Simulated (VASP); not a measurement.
# Al (Fm-3m) in VASP: a series of runs

Al is run at these levels: RPBE+D3(BJ), RPBE+D4, LDA, BLYP+D4; tasks: relaxation of cell and atoms, single point.

Everything below comes from runs of VASP 6.6.1. Logs are shortened: lines on timing, memory, paths and dates and some standing lists are left out, and cuts for length are marked.

**1. The cell of the first run**

It takes space group Fm-3m (No. 225, cubic). The conventional cell has a = 4.050 Å, b = 4.050 Å, c = 4.050 Å, α = 90.00°, β = 90.00°, γ = 90.00°. Al (site symmetry m-3m) has 12 Al at 2.86 Å within 3.8 Å.

**2. Relaxation of cell and atoms, RPBE+D3(BJ)**

INCAR

```
SYSTEM = Al
ALGO = Normal
EDIFF = 1E-7
EDIFFG = -0.02
ENCUT = 600
GGA = RP
IBRION = 2
ISIF = 3
ISMEAR = -1
IVDW = 12
LASPH = .TRUE.
LCHARG = .FALSE.
LREAL = .FALSE.
LWAVE = .FALSE.
NELM = 80
NSW = 80
PREC = Accurate
SIGMA = 0.05
```

KPOINTS

```
k-points
0
G
  11 11 11
  0 0 0
```

POSCAR

```
Al
1.0
    0.0000000000      2.0248050000      2.0248050000
    2.0248050000      0.0000000000      2.0248050000
    2.0248050000      2.0248050000      0.0000000000
Al
1
Direct
    0.0000000000      0.0000000000      0.0000000000
```

Potentials or basis: VASP PAW PBE potentials, release 64 (Al).

On the command line:

```sh
$ cat potpaw_PBE.64/Al/POTCAR > POTCAR
$ mpirun -np 1 vasp_std > vasp.out
```

OUTCAR:

```text
SYSTEM = Al
   EDIFF = 1E-7
   EDIFFG = -0.02
   ENCUT = 600
   GGA = RP
   IBRION = 2
   ISIF = 3
   ISMEAR = -1
   IVDW = 12
   LASPH = .TRUE.
   LREAL = .FALSE.
   NELM = 80
   NSW = 80
   PREC = Accurate
 IVDW          = 12

 ion  position               nearest neighbor table
   1  0.000  0.000  0.000-

  LATTYP: Found a face centered cubic cell.
 ALAT       =     4.0496100000

  Lattice vectors:

 A1 = (   0.0000000000,   2.0248050000,   2.0248050000)
 A2 = (   2.0248050000,   0.0000000000,   2.0248050000)
 A3 = (   2.0248050000,   2.0248050000,   0.0000000000)

Analysis of symmetry for initial positions (statically):
=====================================================================
 Subroutine PRICEL returns:
 Original cell was already a primitive cell.

 Routine SETGRP: Setting up the symmetry group for a
 face centered cubic supercell.

 Subroutine GETGRP returns: Found 48 space group operations
[... 9 lines left out ...]

 Routine SETGRP: Setting up the symmetry group for a
 face centered cubic supercell.

 Subroutine GETGRP returns: Found 48 space group operations
 (whereof 48 operations were pure point group operations)
 out of a pool of 48 trial point group operations.

The dynamic configuration has the point symmetry O_h .

 Subroutine INISYM returns: Found 48 space group operations
 (whereof 48 operations are pure point group operations),
 and found     1 'primitive' translations

----------------------------------------------------------------------------------------

                                     Primitive cell

  volume of cell :      16.6027

  direct lattice vectors                    reciprocal lattice vectors
     0.000000000  2.024805000  2.024805000    -0.246937359  0.246937359  0.246937359
     2.024805000  0.000000000  2.024805000     0.246937359 -0.246937359  0.246937359
     2.024805000  2.024805000  0.000000000     0.246937359  0.246937359 -0.246937359

  length of vectors
     2.863506692  2.863506692  2.863506692     0.427708053  0.427708053  0.427708053

  position of ions in fractional coordinates (direct lattice)
     0.000000000  0.000000000  0.000000000

  ion indices of the primitive-cell ions
   primitive index   ion index
                 1           1

----------------------------------------------------------------------------------------

 KPOINTS: k-points

Automatic generation of k-mesh.
 Grid dimensions read from file:
 generate k-points for:   11   11   11

 Generating k-lattice:

  Cartesian coordinates                     Fractional coordinates (reciprocal lattice)
    -0.022448851  0.022448851  0.022448851     0.090909091  0.000000000  0.000000000
     0.022448851 -0.022448851  0.022448851     0.000000000  0.090909091  0.000000000
     0.022448851  0.022448851 -0.022448851     0.000000000  0.000000000  0.090909091

  Length of vectors
     0.038882550  0.038882550  0.038882550

  Shift w.r.t. Gamma in fractional coordinates (k-lattice)
     0.000000000  0.000000000  0.000000000

 Subroutine IBZKPT returns following result:
 ===========================================

 Found     56 irreducible k-points:

 Following reciprocal coordinates:
            Coordinates               Weight
  0.000000  0.000000  0.000000      1.000000
  0.090909  0.000000  0.000000      8.000000
  0.181818  0.000000  0.000000      8.000000
  0.272727  0.000000  0.000000      8.000000
  0.363636  0.000000  0.000000      8.000000
  0.454545  0.000000  0.000000      8.000000
[... 16 lines left out ...]
 -0.272727  0.181818  0.000000     24.000000
 -0.181818  0.181818  0.000000     12.000000
 [... further k-points ...]
   k-points           NKPTS =     56   k-points in BZ     NKDIM =     56   number of bands    NBANDS=      5
   number of dos      NEDOS =    301   number of ions     NIONS =      1
   total plane-waves  NPLWV =  13824
   dimension x,y,z NGX =    24 NGY =   24 NGZ =   24
   dimension x,y,z NGXF=    48 NGYF=   48 NGZF=   48
   ions per type =               1
   NGX,Y,Z   is equivalent  to a cutoff of  13.93, 13.93, 13.93 a.u.
   NGXF,Y,Z  is equivalent  to a cutoff of  27.87, 27.87, 27.87 a.u.
 SYSTEM =  Al
   PREC   = accura    normal or accurate (medium, high low for compatibility)
   ISTART =      0    job   : 0-new  1-cont  2-samecut
   ICHARG =      2    charge: 1-file 2-atom 10-const
   ISPIN  =      1    spin polarized calculation?
   LNONCOLLINEAR =      F non collinear calculations
   LSORBIT =      F    spin-orbit coupling
   LASPH  =      T    aspherical Exc in radial PAW
   ENCUT  =  600.0 eV  44.10 Ry    6.64 a.u.   5.72  5.72  5.72*2*pi/ulx,y,z
   NELM   =     80;   NELMIN=  2; NELMDL= -5     # of ELM steps
   EDIFF  = 0.1E-06   stopping-criterion for ELM
   LREAL  =      F    real-space projection
   EDIFFG = -.2E-01   stopping-criterion for IOM
   NSW    =     80    number of steps for IOM
   IBRION =      2    ionic relax: 0-MD 1-quasi-New 2-CG
   NFREE  =      1    steps in history (QN), initial steepest desc. (CG)
   ISIF   =      3    stress and relaxation
   ISYM   =      2    0-nonsym 1-usesym 2-fastsym
   POTIM  = 0.5000    time-step for ionic-motion
   TEBEG  =    0.0;   TEEND  =   0.0 temperature during run
   PSTRESS=    0.0 pullay stress
   NELECT =       3.0000    total number of electrons
   NUPDOWN=      -1.0000    fix difference up-down
   EMIN   =  10.00;   EMAX   =-10.00  energy-range for DOS
   EFERMI =   0.00;   METHOD = LEGACY
   ISMEAR =    -1;   SIGMA  =   0.05  broadening in eV -4-tet -1-fermi 0-gaus
   EFERMI_NEDOS =   21; number of points for ismear=-14 and -15
   IALGO  =     38    algorithm
   IMIX   =      4    mixing-type and parameters
     AMIX     =   0.40;   BMIX     =  1.00
     AMIX_MAG =   1.60;   BMIX_MAG =  1.00
  volume/ion in A,a.u.               =      16.60       112.04
  Fermi-wavevector in a.u.,A,eV,Ry     =   0.925526  1.748991 11.654733  0.856599
  Thomas-Fermi vector in A             =   2.051390
   LORBIT       =      0    0 simple, 1 ext, 2 COOP (PROOUT), +10 PAW based schemes
   GGA     = RP    functional components
   LHFCALC =     F    Hartree Fock is set to
   AEXX    =    0.0000 exact exchange contribution
   IVDW    =    12    specifies the selected vdW correction
   LEPSILON=     F    determine dielectric tensor
   LRPA    =     F    only Hartree local field effects (RPA)
 conjugate gradient relaxation of ions
 non-spin polarized calculation
  energy-cutoff  :      600.00
  volume of cell :       16.60
 maximum number of plane-waves:       564
   NGX = 11   NGY = 11   NGZ = 11

--------------------------------------- Ionic step        1  -------------------------------------------

 number of electron       3.0000000 magnetization

 Free energy of the ion-electron system (eV)
  ---------------------------------------------------
  ext. energy  EPLUGINS =         0.00000000
  ---------------------------------------------------
  free energy    TOTEN  =        -3.51740081 eV

  energy without entropy =       -3.51339654  energy(sigma->0) =       -3.51539868

 E-fermi :   8.0404     XC(G=0): -10.1182

 val. band max:        8.0272774984   @ k =  -0.4545   0.3636   0.0000
 cond. band min:       8.0634243231   @ k =   0.4545   0.1818   0.0909
 fundamental gap:      0.0361468247
 Fermi energy:         8.0404051826

 k-point     1 :       0.0000    0.0000    0.0000
  band No.  band energies     occupation
      1      -3.0651      2.00000
      2      20.5929      0.00000
      3      20.5929      0.00000
      4      20.5929      0.00000
      5      22.1669      0.00000

 k-point     2 :       0.0909    0.0000    0.0000
  band No.  band energies     occupation
      1      -2.8414      2.00000
      2      17.6976      0.00000
      3      19.9764      0.00000
      4      19.9764      0.00000
      5      22.7801      0.00000

 k-point     3 :       0.1818    0.0000    0.0000
  band No.  band energies     occupation
      1      -2.1723      2.00000
      2      14.0546      0.00000
      3      19.2556      0.00000
      4      19.2556      0.00000
      5      22.5257      0.00000

 k-point     4 :       0.2727    0.0000    0.0000
  band No.  band energies     occupation
      1      -1.0640      2.00000
      2      10.6313      0.00000
      3      18.8512      0.00000
      4      18.8512      0.00000
      5      22.3044      0.00000
[... 216 lines left out ...]
 VOLUME and BASIS-vectors are now :
 -----------------------------------------------------------------------------
  energy-cutoff  :      600.00
  volume of cell :       12.24
      direct lattice vectors                 reciprocal lattice vectors
    -0.000000000  1.829356580  1.829356580    -0.273320142  0.273320142  0.273320142
     1.829356580 -0.000000000  1.829356580     0.273320142 -0.273320142  0.273320142
     1.829356580  1.829356580  0.000000000     0.273320142  0.273320142 -0.273320142

 POSITION                                       TOTAL-FORCE (eV/Angst)
 -----------------------------------------------------------------------------------
      0.00000      0.00000      0.00000        -0.000000      0.000000     -0.000000
 -----------------------------------------------------------------------------------
    total drift:                               -0.000000     -0.000000      0.000000

  FREE ENERGIE OF THE ION-ELECTRON SYSTEM (eV)
  ---------------------------------------------------
  free  energy   TOTEN  =        -5.4458014849 eV

  energy  without entropy=       -5.4431961958  energy(sigma->0) =       -5.44449884

--------------------------------------- Ionic step        3  -------------------------------------------

 number of electron       3.0000000 magnetization

 Free energy of the ion-electron system (eV)
  ---------------------------------------------------
  ext. energy  EPLUGINS =         0.00000000
  ---------------------------------------------------
  free energy    TOTEN  =        -3.28836901 eV

  energy without entropy =       -3.28548833  energy(sigma->0) =       -3.28692867

 E-fermi :  10.3857     XC(G=0): -10.8933

 val. band max:       10.1486169659   @ k =  -0.4545   0.3636   0.0000
 cond. band min:      10.4074288606   @ k =   0.4545   0.1818   0.0909
 fundamental gap:      0.2588118947
 Fermi energy:        10.3856984245

 k-point     1 :       0.0000    0.0000    0.0000
  band No.  band energies     occupation
      1      -2.2325      2.00000
      2      24.1623      0.00000
      3      24.1623      0.00000
      4      24.1623      0.00000
      5      27.4542      0.00000

 k-point     2 :       0.0909    0.0000    0.0000
  band No.  band energies     occupation
      1      -1.9758      2.00000
      2      21.1971      0.00000
      3      23.7536      0.00000
      4      23.7536      0.00000
      5      27.5113      0.00000

 k-point     3 :       0.1818    0.0000    0.0000
  band No.  band energies     occupation
      1      -1.2094      2.00000
      2      17.1453      0.00000
      3      23.1201      0.00000
      4      23.1201      0.00000
      5      27.0112      0.00000

 k-point     4 :       0.2727    0.0000    0.0000
  band No.  band energies     occupation
      1       0.0564      2.00000
      2      13.3093      0.00000
      3      22.7102      0.00000
      4      22.7102      0.00000
      5      26.6273      0.00000
[... 177 lines left out ...]
 VOLUME and BASIS-vectors are now :
 -----------------------------------------------------------------------------
  energy-cutoff  :      600.00
  volume of cell :       13.48
      direct lattice vectors                 reciprocal lattice vectors
    -0.000000000  1.888843952  1.888843952    -0.264712180  0.264712180  0.264712180
     1.888843952 -0.000000000  1.888843952     0.264712180 -0.264712180  0.264712180
     1.888843952  1.888843952  0.000000000     0.264712180  0.264712180 -0.264712180

 POSITION                                       TOTAL-FORCE (eV/Angst)
 -----------------------------------------------------------------------------------
      0.00000      0.00000      0.00000         0.000000      0.000000     -0.000000
 -----------------------------------------------------------------------------------
    total drift:                               -0.000000     -0.000000     -0.000000

  FREE ENERGIE OF THE ION-ELECTRON SYSTEM (eV)
  ---------------------------------------------------
  free  energy   TOTEN  =        -5.5034182094 eV

  energy  without entropy=       -5.5005375290  energy(sigma->0) =       -5.50197787

 reached required accuracy - stopping structural energy minimisation
```

Wall time 12 s (1 thread of Intel Xeon Platinum 8375C at 2.90GHz (Ice Lake), shared host); peak memory 0.14 GiB.

Results:

```
Free energy                            : -5.5034 eV
Relaxed volume                         : 13.48 Å³/atom
Relaxed cell                           : a = 2.671 Å, b = 2.671 Å, c = 2.671 Å, α = 60.00°, β = 60.00°, γ = 60.00°
Space group after relaxing (to 0.05 Å) : Fm-3m (No. 225)
Energy gained by relaxing              : 225.7 meV/atom
Ionic steps                            : 3
Pressure after relaxing                : -0.1 GPa
Dispersion energy per atom             : -2.215 eV
```

Step by step:
```tsv
step	energy change (eV)	largest force (eV/Å)	pressure (GPa)	volume (Å³)
1	0.0000	0.0000	-19.31	16.60
2	-0.1680	0.0000	16.29	12.24
3	-0.2257	0.0000	-0.09	13.48
```

Final structure:
```
Al
1.0
     0.00000    1.88884    1.88884
     1.88884    0.00000    1.88884
     1.88884    1.88884    0.00000
Al
1
Direct
  0.00000 0.00000 0.00000
```

Levels at points of the mesh, in eV from the Fermi level:
```csv
k point,band 1,band 2,band 3,band 4
"(0.00, 0.00, 0.00)",-12.62,13.78,13.78,13.78
```

Caveat: the volume moved by over 15 % at a fixed basis, so the end points are rough; the PAW data sets were made with another functional, which shifts forces and pressure a little; the volume moved by -19 % from the deposited cell, more than functionals usually miss; pairwise dispersion overbinds metals, which lowers pressure and volume.

(Part 1 of 2 ends here.)
